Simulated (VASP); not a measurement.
# CaSe (rocksalt type) (Fm-3m) in VASP: notebook

Runs on CaSe (rocksalt type). Level: PBE. Tasks: single point, relaxation of cell and atoms.

Everything below comes from runs of VASP 6.6.1. Logs are shortened: lines on timing, memory, paths and dates and some standing lists are left out, and cuts for length are marked.

### Step 1. The cell of the first run

It takes space group Fm-3m (No. 225, cubic). The conventional cell has a = 5.857 Å, b = 5.857 Å, c = 5.857 Å, α = 90.00°, β = 90.00°, γ = 90.00°. Within 3.9 Å of Ca (site symmetry m-3m) lie 6 Se at 2.93 Å. Se (site symmetry m-3m) has 6 Ca at 2.93 Å within 3.9 Å.

### Step 2. Single point, PBE (25.11 Å³/atom)

INCAR

```
PREC     = Accurate       # precision mode
ENCUT    = 520            # plane-wave cutoff, eV
EDIFF    = 1E-6           # SCF threshold, eV
ISMEAR   = -1             # smearing method
SIGMA    = 0.08           # smearing width, eV
LREAL    = F              # projectors in reciprocal space
LASPH    = T              # aspherical terms in the spheres
NELM     = 80             # most SCF steps
ALGO     = Normal         # electronic algorithm
ISIF     = 2              # what is computed and relaxed
LWAVE    = F              # write WAVECAR
LCHARG   = T              # write CHGCAR
GGA      = PE             # functional
LELF     = T              # ELF
LVHAR    = T            
NBANDS   = 15             # bands
```

KPOINTS

```
regular mesh
0
Gamma
  12 12 12
```

POSCAR

```
CaSe
1.0
    0.0000000000      2.9284647438      2.9284647438
    2.9284647438      0.0000000000      2.9284647438
    2.9284647438      2.9284647438      0.0000000000
Ca Se
1 1
Direct
    0.0000000000      0.0000000000      0.0000000000
    0.5000000000      0.5000000000      0.5000000000
```

Potentials or basis: VASP PAW PBE potentials, release 64 (Ca_sv, Se).

Started as:

```sh
cat potpaw_PBE.64/Ca_sv/POTCAR potpaw_PBE.64/Se/POTCAR > POTCAR
mpirun -np 1 vasp_std > vasp.out
```

OUTCAR:

```text
PREC = Accurate
   ENCUT = 520
   EDIFF = 1E-6
   ISMEAR = -1
   LREAL = F
   LASPH = T
   NELM = 80
   ISIF = 2
   GGA = PE

 ion  position               nearest neighbor table
   1  0.000  0.000  0.000-   2 2.93   2 2.93   2 2.93   2 2.93   2 2.93   2 2.93
   2  0.500  0.500  0.500-   1 2.93   1 2.93   1 2.93   1 2.93   1 2.93   1 2.93

  LATTYP: Found a face centered cubic cell.
 ALAT       =     5.8569294876

  Lattice vectors:

 A1 = (   0.0000000000,   2.9284647438,   2.9284647438)
 A2 = (   2.9284647438,   0.0000000000,   2.9284647438)
 A3 = (   2.9284647438,   2.9284647438,   0.0000000000)

Analysis of symmetry for initial positions (statically):
=====================================================================
 Subroutine PRICEL returns:
 Original cell was already a primitive cell.

 Routine SETGRP: Setting up the symmetry group for a
 face centered cubic supercell.

 Subroutine GETGRP returns: Found 48 space group operations
 (whereof 48 operations were pure point group operations)
 out of a pool of 48 trial point group operations.

The static configuration has the point symmetry O_h .

Analysis of symmetry for dynamics (positions and initial velocities):
=====================================================================
 Subroutine PRICEL returns:
 Original cell was already a primitive cell.

 Routine SETGRP: Setting up the symmetry group for a
 face centered cubic supercell.

 Subroutine GETGRP returns: Found 48 space group operations
 (whereof 48 operations were pure point group operations)
 out of a pool of 48 trial point group operations.

The dynamic configuration has the point symmetry O_h .

 Subroutine INISYM returns: Found 48 space group operations
 (whereof 48 operations are pure point group operations),
 and found     1 'primitive' translations

----------------------------------------------------------------------------------------

                                     Primitive cell

  volume of cell :      50.2285

  direct lattice vectors                    reciprocal lattice vectors
     0.000000000  2.928464744  2.928464744    -0.170737927  0.170737927  0.170737927
     2.928464744  0.000000000  2.928464744     0.170737927 -0.170737927  0.170737927
     2.928464744  2.928464744  0.000000000     0.170737927  0.170737927 -0.170737927

  length of vectors
     4.141474558  4.141474558  4.141474558     0.295726765  0.295726765  0.295726765

  position of ions in fractional coordinates (direct lattice)
     0.000000000  0.000000000  0.000000000
     0.500000000  0.500000000  0.500000000

  ion indices of the primitive-cell ions
   primitive index   ion index
                 1           1
                 2           2

----------------------------------------------------------------------------------------

 KPOINTS: regular mesh

Automatic generation of k-mesh.
 Grid dimensions read from file:
 generate k-points for:   12   12   12

 Generating k-lattice:

  Cartesian coordinates                     Fractional coordinates (reciprocal lattice)
    -0.014228161  0.014228161  0.014228161     0.083333333  0.000000000  0.000000000
     0.014228161 -0.014228161  0.014228161     0.000000000  0.083333333  0.000000000
     0.014228161  0.014228161 -0.014228161     0.000000000  0.000000000  0.083333333

  Length of vectors
     0.024643897  0.024643897  0.024643897

  Shift w.r.t. Gamma in fractional coordinates (k-lattice)
     0.000000000  0.000000000  0.000000000

 Subroutine IBZKPT returns following result:
 ===========================================

 Found     72 irreducible k-points:

 Following reciprocal coordinates:
            Coordinates               Weight
  0.000000  0.000000  0.000000      1.000000
  0.083333  0.000000  0.000000      8.000000
  0.166667  0.000000  0.000000      8.000000
  0.250000  0.000000  0.000000      8.000000
  0.333333  0.000000  0.000000      8.000000
  0.416667  0.000000  0.000000      8.000000
[... 16 lines left out ...]
  0.500000  0.166667  0.000000     24.000000
 -0.416667  0.166667  0.000000     24.000000
 [... further k-points ...]
   k-points           NKPTS =     72   k-points in BZ     NKDIM =     72   number of bands    NBANDS=     15
   number of dos      NEDOS =    301   number of ions     NIONS =      2
   total plane-waves  NPLWV =  32768
   dimension x,y,z NGX =    32 NGY =   32 NGZ =   32
   dimension x,y,z NGXF=    64 NGYF=   64 NGZF=   64
   ions per type =               1   1
   NGX,Y,Z   is equivalent  to a cutoff of  12.85, 12.85, 12.85 a.u.
   NGXF,Y,Z  is equivalent  to a cutoff of  25.69, 25.69, 25.69 a.u.
 SYSTEM =  unknown system
   PREC   = accura    normal or accurate (medium, high low for compatibility)
   ISTART =      0    job   : 0-new  1-cont  2-samecut
   ICHARG =      2    charge: 1-file 2-atom 10-const
   ISPIN  =      1    spin polarized calculation?
   LNONCOLLINEAR =      F non collinear calculations
   LSORBIT =      F    spin-orbit coupling
   LASPH  =      T    aspherical Exc in radial PAW
   ENCUT  =  520.0 eV  38.22 Ry    6.18 a.u.   7.70  7.70  7.70*2*pi/ulx,y,z
   NELM   =     80;   NELMIN=  2; NELMDL= -5     # of ELM steps
   EDIFF  = 0.1E-05   stopping-criterion for ELM
   LREAL  =      F    real-space projection
   EDIFFG = 0.1E-04   stopping-criterion for IOM
   NSW    =      0    number of steps for IOM
   IBRION =     -1    ionic relax: 0-MD 1-quasi-New 2-CG
   NFREE  =      0    steps in history (QN), initial steepest desc. (CG)
   ISIF   =      2    stress and relaxation
   ISYM   =      2    0-nonsym 1-usesym 2-fastsym
   POTIM  = 0.5000    time-step for ionic-motion
   TEBEG  =    0.0;   TEEND  =   0.0 temperature during run
   PSTRESS=    0.0 pullay stress
   NELECT =      16.0000    total number of electrons
   NUPDOWN=      -1.0000    fix difference up-down
   EMIN   =  10.00;   EMAX   =-10.00  energy-range for DOS
   EFERMI =   0.00;   METHOD = LEGACY
   ISMEAR =    -1;   SIGMA  =   0.08  broadening in eV -4-tet -1-fermi 0-gaus
   EFERMI_NEDOS =   21; number of points for ismear=-14 and -15
   IALGO  =     38    algorithm
   IMIX   =      4    mixing-type and parameters
     AMIX     =   0.40;   BMIX     =  1.00
     AMIX_MAG =   1.60;   BMIX_MAG =  1.00
  volume/ion in A,a.u.               =      25.11       169.48
  Fermi-wavevector in a.u.,A,eV,Ry     =   1.118059  2.112826 17.008052  1.250057
  Thomas-Fermi vector in A             =   2.254687
   LORBIT       =      0    0 simple, 1 ext, 2 COOP (PROOUT), +10 PAW based schemes
   GGA     = PE    functional components
   LHFCALC =     F    Hartree Fock is set to
   AEXX    =    0.0000 exact exchange contribution
   IVDW    =     0    specifies the selected vdW correction
   LEPSILON=     F    determine dielectric tensor
   LRPA    =     F    only Hartree local field effects (RPA)
 non-spin polarized calculation
  energy-cutoff  :      520.00
  volume of cell :       50.23
 maximum number of plane-waves:      1369
   NGX = 15   NGY = 15   NGZ = 15

 number of electron      16.0000002 magnetization

 Free energy of the ion-electron system (eV)
  ---------------------------------------------------
  ext. energy  EPLUGINS =         0.00000000
  ---------------------------------------------------
  free energy    TOTEN  =        -9.46088077 eV

  energy without entropy =       -9.46088065  energy(sigma->0) =       -9.46088071

 E-fermi :   3.6490     XC(G=0):  -9.2818

 val. band max:        2.6558966591   @ k =   0.0000   0.0000   0.0000
 cond. band min:       4.6055225766   @ k =   0.5000   0.5000   0.0000
 fundamental gap:      1.9496259175
 Fermi energy:         3.6490342329

 k-point     1 :       0.0000    0.0000    0.0000
  band No.  band energies     occupation
      1     -37.0039      2.00000
      2     -18.0034      2.00000
      3     -18.0034      2.00000
      4     -18.0034      2.00000
      5      -9.2491      2.00000
      6       2.6559      1.99999
      7       2.6559      1.99999
      8       2.6559      1.99999
      9       6.1605      0.00000
     10       6.3498      0.00000
     11       6.3498      0.00000
     12       6.3498      0.00000
     13       6.9486      0.00000
     14       6.9486      0.00000
     15      12.4091      0.00000

 k-point     2 :       0.0833    0.0000    0.0000
  band No.  band energies     occupation
      1     -37.0033      2.00000
      2     -18.0126      2.00000
      3     -18.0040      2.00000
      4     -18.0040      2.00000
      5      -9.2035      2.00000
      6       2.2572      2.00000
      7       2.5332      2.00000
      8       2.5332      2.00000
      9       6.2944      0.00000
     10       6.4539      0.00000
     11       6.4539      0.00000
     12       6.6628      0.00000
     13       7.1437      0.00000
     14       7.1437      0.00000
     15      12.5426      0.00000

 k-point     3 :       0.1667    0.0000    0.0000
  band No.  band energies     occupation
      1     -37.0019      2.00000
      2     -18.0373      2.00000
      3     -18.0056      2.00000
      4     -18.0056      2.00000
      5      -9.0759      2.00000
      6       1.4361      2.00000
      7       2.2421      2.00000
      8       2.2421      2.00000
      9       6.3110      0.00000
     10       6.7213      0.00000
     11       6.7213      0.00000
     12       7.6226      0.00000
     13       7.6810      0.00000
     14       7.6810      0.00000
     15      12.5817      0.00000
[... 343 lines left out ...]
 k-point    23 :       0.5000    0.1667    0.0000
  band No.  band energies     occupation
      1     -36.9952      2.00000
      2     -18.1173      2.00000
      3     -18.0284      2.00000
      4     -18.0194      2.00000
      5      -8.5294      2.00000
      6      -0.3998      2.00000
      7       1.1215      2.00000
      8       1.4619      2.00000
      9       6.7165      0.00000
     10       8.2220      0.00000
     11       8.3510      0.00000
     12       8.5829      0.00000
     13       9.1854      0.00000
     14      10.1279      0.00000
     15      10.8914      0.00000

 k-point    24 :      -0.4167    0.1667    0.0000
  band No.  band energies     occupation
      1     -36.9951      2.00000
      2     -18.1192      2.00000
      3     -18.0325      2.00000
      4     -18.0163      2.00000
      5      -8.5085      2.00000
      6      -0.4477      2.00000
      7       1.0904      2.00000
      8       1.4001      2.00000
      9       7.2386      0.00000
     10       7.8117      0.00000
     11       8.1170      0.00000
     12       8.7923      0.00000
     13       9.4167      0.00000
     14       9.8769      0.00000
     15      11.4705      0.00000

 [... further k-points ...]
[... 5 lines left out ...]
  --------------------------------------------------------------------------------------
  -------------------------------------------------------------------------------------
  Total        0.9186408      0.9186408      0.9186408      0.0000000      0.0000000      0.0000000
  in kB       29.3026119     29.3026119     29.3026119      0.0000000      0.0000000      0.0000000
  external PRESSURE =      29.3026119 kB  Pullay stress =       0.0000000 kB

 VOLUME and BASIS-vectors are now :
 -----------------------------------------------------------------------------
  energy-cutoff  :      520.00
  volume of cell :       50.23
      direct lattice vectors                 reciprocal lattice vectors
     0.000000000  2.928464744  2.928464744    -0.170737927  0.170737927  0.170737927
     2.928464744  0.000000000  2.928464744     0.170737927 -0.170737927  0.170737927
     2.928464744  2.928464744  0.000000000     0.170737927  0.170737927 -0.170737927

 POSITION                                       TOTAL-FORCE (eV/Angst)
 -----------------------------------------------------------------------------------
      0.00000      0.00000      0.00000        -0.000000      0.000000      0.000000
      2.92846      2.92846      2.92846         0.000000     -0.000000     -0.000000
 -----------------------------------------------------------------------------------
    total drift:                                0.000000     -0.000000     -0.000000

  FREE ENERGIE OF THE ION-ELECTRON SYSTEM (eV)
  ---------------------------------------------------
  free  energy   TOTEN  =        -9.4608807726 eV

  energy  without entropy=       -9.4608806527  energy(sigma->0) =       -9.46088071
```

Run time: 16 s. Hardware: 1 thread of Intel Xeon 6975P-C (Granite Rapids), shared host; peak memory 0.21 GiB.

Results:

| Item | Value |
| --- | --- |
| Free energy | -9.4609 eV |
| Pressure | 2.9 GPa |
| Band gap on the k mesh | 1.95 eV (least direct gap 2.91 eV) |

Levels at points of the mesh, in eV from the valence-band top:
| k point | band 4 | band 5 | band 6 | band 7 | band 8 | band 9 | band 10 | band 11 | band 12 | band 13 |
| --- | --- | --- | --- | --- | --- | --- | --- | --- | --- | --- |
| (0.00, 0.00, 0.00) | -20.66 | -11.91 | 0.00 | 0.00 | 0.00 | 3.50 | 3.69 | 3.69 | 3.69 | 4.29 |
| (0.50, 0.00, 0.00) | -20.67 | -11.15 | -3.40 | -1.26 | -1.26 | 4.57 | 5.56 | 5.58 | 5.58 | 7.70 |
| (0.50, 0.50, 0.00) | -20.70 | -11.29 | -2.60 | -0.96 | -0.96 | 1.95 | 5.09 | 5.18 | 6.14 | 6.14 |

A k mesh can miss the band edges.

(Continued in part 2 of 2.)
